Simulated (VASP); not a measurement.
# NbAs (I4_1md) in VASP: settings compared, part 2 of 3

VASP 6.6.1.

## Step 5: Single point, PBEsol

This run uses another cell than the first one, of 17.39 Å³/atom, 1.020 times its volume.

File INCAR:

```
SYSTEM = NbAs
  PREC = Accurate
  ENCUT = 520
  EDIFF = 1E-6
  ISMEAR = -1
  SIGMA = 0.05
  LREAL = .False.
  LASPH = .True.
  NELM = 80
  ALGO = Normal
  ISIF = 2
  LWAVE = .False.
  LCHARG = .False.
  GGA = PS
  NBANDS = 26
```

File KPOINTS:

```
regular mesh
0
Gamma
  11 11 11
  0 0 0
```

File POSCAR:

```
NbAs
1.0
   -1.7258500000      1.7258500000      5.8400000000
    1.7258500000     -1.7258500000      5.8400000000
    1.7258500000      1.7258500000     -5.8400000000
Nb As
2 2
Direct
    0.5000000000      0.0000000000      0.5000000000
    0.7500000000      0.7500000000      0.0000000000
    0.9160000000      0.4160000000      0.5000000000
    0.1660000000      0.1660000000      0.0000000000
```

Potentials or basis: VASP PAW PBE potentials, release 64 (Nb_sv, As).

On the command line:

```sh
$ cat potpaw_PBE.64/Nb_sv/POTCAR potpaw_PBE.64/As/POTCAR > POTCAR
$ mpirun -np 1 vasp_std > vasp.out
```

OUTCAR:

```text
SYSTEM = NbAs
   PREC = Accurate
   ENCUT = 520
   EDIFF = 1E-6
   ISMEAR = -1
   LREAL = .False.
   LASPH = .True.
   NELM = 80
   ISIF = 2
   GGA = PS

 ion  position               nearest neighbor table
   1  0.500  0.000  0.500-   4 2.60   4 2.60   3 2.63   3 2.63   3 2.63   3 2.63
   2  0.750  0.750  0.000-   3 2.60   3 2.60   4 2.63   4 2.63   4 2.63   4 2.63
   3  0.916  0.416  0.500-   2 2.60   2 2.60   1 2.63   1 2.63   1 2.63   1 2.63
   4  0.166  0.166  0.000-   1 2.60   1 2.60   2 2.63   2 2.63   2 2.63   2 2.63

  LATTYP: Found a body centered tetragonal cell.
 ALAT       =     3.4517000000
 C/A-ratio  =     3.3838398470

  Lattice vectors:

 A1 = (  -1.7258500000,   1.7258500000,   5.8400000000)
 A2 = (   1.7258500000,  -1.7258500000,   5.8400000000)
 A3 = (   1.7258500000,   1.7258500000,  -5.8400000000)

Analysis of symmetry for initial positions (statically):
=====================================================================
 Subroutine PRICEL returns:
 Original cell was already a primitive cell.

 Routine SETGRP: Setting up the symmetry group for a
 body centered tetragonal supercell.

 Subroutine GETGRP returns: Found  8 space group operations
 (whereof  4 operations were pure point group operations)
 out of a pool of 16 trial point group operations.

The static configuration has the point symmetry C_2v.
 The point group associated with its full space group is C_4v.

Analysis of symmetry for dynamics (positions and initial velocities):
=====================================================================
 Subroutine PRICEL returns:
 Original cell was already a primitive cell.

 Routine SETGRP: Setting up the symmetry group for a
 body centered tetragonal supercell.

 Subroutine GETGRP returns: Found  8 space group operations
 (whereof  4 operations were pure point group operations)
 out of a pool of 16 trial point group operations.

The dynamic configuration has the point symmetry C_2v.
 The point group associated with its full space group is C_4v.
[... 115 lines left out ...]
   NUPDOWN=      -1.0000    fix difference up-down
   EMIN   =  10.00;   EMAX   =-10.00  energy-range for DOS
   EFERMI =   0.00;   METHOD = LEGACY
   ISMEAR =    -1;   SIGMA  =   0.05  broadening in eV -4-tet -1-fermi 0-gaus
   EFERMI_NEDOS =   21; number of points for ismear=-14 and -15
   IALGO  =     38    algorithm
   IMIX   =      4    mixing-type and parameters
     AMIX     =   0.40;   BMIX     =  1.00
     AMIX_MAG =   1.60;   BMIX_MAG =  1.00
  volume/ion in A,a.u.               =      17.39       117.39
  Fermi-wavevector in a.u.,A,eV,Ry     =   1.314264  2.483599 23.501213  1.727290
  Thomas-Fermi vector in A             =   2.444529
   LORBIT       =      0    0 simple, 1 ext, 2 COOP (PROOUT), +10 PAW based schemes
   GGA     = PS    functional components
   LHFCALC =     F    Hartree Fock is set to
   AEXX    =    0.0000 exact exchange contribution
   IVDW    =     0    specifies the selected vdW correction
   LEPSILON=     F    determine dielectric tensor
   LRPA    =     F    only Hartree local field effects (RPA)
 non-spin polarized calculation
  energy-cutoff  :      520.00
  volume of cell :       69.58
 maximum number of plane-waves:      1896
   NGX = 23   NGY = 23   NGZ = 23

 number of electron      35.9999999 magnetization

 Free energy of the ion-electron system (eV)
  ---------------------------------------------------
  ext. energy  EPLUGINS =         0.00000000
  ---------------------------------------------------
  free energy    TOTEN  =       -35.10975465 eV

  energy without entropy =      -35.10360424  energy(sigma->0) =      -35.10667945

 E-fermi :   9.5066     XC(G=0): -11.9628

 val. band max:        9.4805205286   @ k =  -0.0909   0.4545   0.0909
 cond. band min:       9.5108354412   @ k =  -0.1818  -0.4545   0.1818
 fundamental gap:      0.0303149126
 Fermi energy:         9.5066405382

 k-point     1 :       0.0000    0.0000    0.0000
  band No.  band energies     occupation
      1     -45.5150      2.00000
      2     -45.4862      2.00000
      3     -21.7635      2.00000
      4     -21.6532      2.00000
      5     -21.6532      2.00000
      6     -21.4918      2.00000
[... 685 lines left out ...]
     25      13.2815      0.00000
     26      14.7603      0.00000

 [... further k-points ...]
[... 5 lines left out ...]
  --------------------------------------------------------------------------------------
  -------------------------------------------------------------------------------------
  Total       -1.0933331     -1.0933331     -0.6714753      0.0000000      0.0000000      0.0000000
  in kB      -25.1758511    -25.1758511    -15.4618594      0.0000000      0.0000000      0.0000000
  external PRESSURE =     -21.9378539 kB  Pullay stress =       0.0000000 kB

 VOLUME and BASIS-vectors are now :
 -----------------------------------------------------------------------------
  energy-cutoff  :      520.00
  volume of cell :       69.58
      direct lattice vectors                 reciprocal lattice vectors
    -1.725850000  1.725850000  5.840000000     0.000000000  0.289712316  0.085616438
     1.725850000 -1.725850000  5.840000000     0.289712316  0.000000000  0.085616438
     1.725850000  1.725850000 -5.840000000     0.289712316  0.289712316  0.000000000

 POSITION                                       TOTAL-FORCE (eV/Angst)
 -----------------------------------------------------------------------------------
      0.00000      1.72585      0.00000         0.000000      0.000000     -0.289922
      0.00000      0.00000      8.76000         0.000000      0.000000     -0.289922
      0.00000      1.72585      4.85888        -0.000000      0.000000      0.289922
      0.00000      0.00000      1.93888         0.000000     -0.000000      0.289922
 -----------------------------------------------------------------------------------
    total drift:                               -0.000000     -0.000000      0.000104

  FREE ENERGIE OF THE ION-ELECTRON SYSTEM (eV)
  ---------------------------------------------------
  free  energy   TOTEN  =       -35.1097546539 eV

  energy  without entropy=      -35.1036042416  energy(sigma->0) =      -35.10667945
```

OSZICAR:

```text
N       E                     dE             d eps       ncg     rms          rms(c)
DAV:   1     0.350874414411E+03    0.35087E+03   -0.18999E+04  6552   0.137E+03
DAV:   2    -0.729523610629E+01   -0.35817E+03   -0.34826E+03  7910   0.498E+02
DAV:   3    -0.352465067063E+02   -0.27951E+02   -0.27496E+02 11832   0.104E+02
DAV:   4    -0.371421568400E+02   -0.18957E+01   -0.18838E+01  9912   0.220E+01
DAV:   5    -0.371931636132E+02   -0.51007E-01   -0.50948E-01 11092   0.393E+00    0.113E+01
DAV:   6    -0.351419968970E+02    0.20512E+01   -0.67846E+00 10040   0.183E+01    0.316E+00
DAV:   7    -0.351242967545E+02    0.17700E-01   -0.45560E-01  9438   0.379E+00    0.194E+00
DAV:   8    -0.351095705486E+02    0.14726E-01   -0.67203E-02 10104   0.156E+00    0.386E-01
DAV:   9    -0.351096687520E+02   -0.98203E-04   -0.47360E-03 10180   0.467E-01    0.222E-01
DAV:  10    -0.351097702950E+02   -0.10154E-03   -0.11259E-03  8868   0.293E-01    0.311E-02
DAV:  11    -0.351097577904E+02    0.12505E-04   -0.60653E-05 10158   0.593E-02    0.139E-02
DAV:  12    -0.351097548195E+02    0.29708E-05   -0.43535E-06  8612   0.221E-02    0.432E-03
DAV:  13    -0.351097546539E+02    0.16558E-06   -0.20590E-07  4612   0.462E-03
   1 F= -.35109755E+02 E0= -.35106679E+02  d E =-.615041E-02
```

Run time: 5.3 min. Hardware: 1 thread of Intel Xeon Platinum 8559C (Emerald Rapids), shared host; peak memory 0.45 GiB.

What came out:

```
Free energy   : -35.1098 eV
Pressure      : -2.2 GPa
Largest force : 0.290 eV/Å
```

Forces in eV/Å, atoms in the order of the input:
```
Nb   0.000  0.000 -0.290
Nb   0.000  0.000 -0.290
As   0.000  0.000  0.290
As   0.000  0.000  0.290
```

Levels at points of the mesh, in eV from the Fermi level:
```
           k point  band 15  band 16  band 17  band 18  band 19  band 20  band 21  band 22
(0.00, 0.00, 0.00)    -2.05    -1.68    -1.38    -1.38     0.73     1.30     2.41     3.02
```

Caveat: the PAW data sets were made with another functional, which shifts forces and pressure a little.

(Continued in part 3 of 3.)
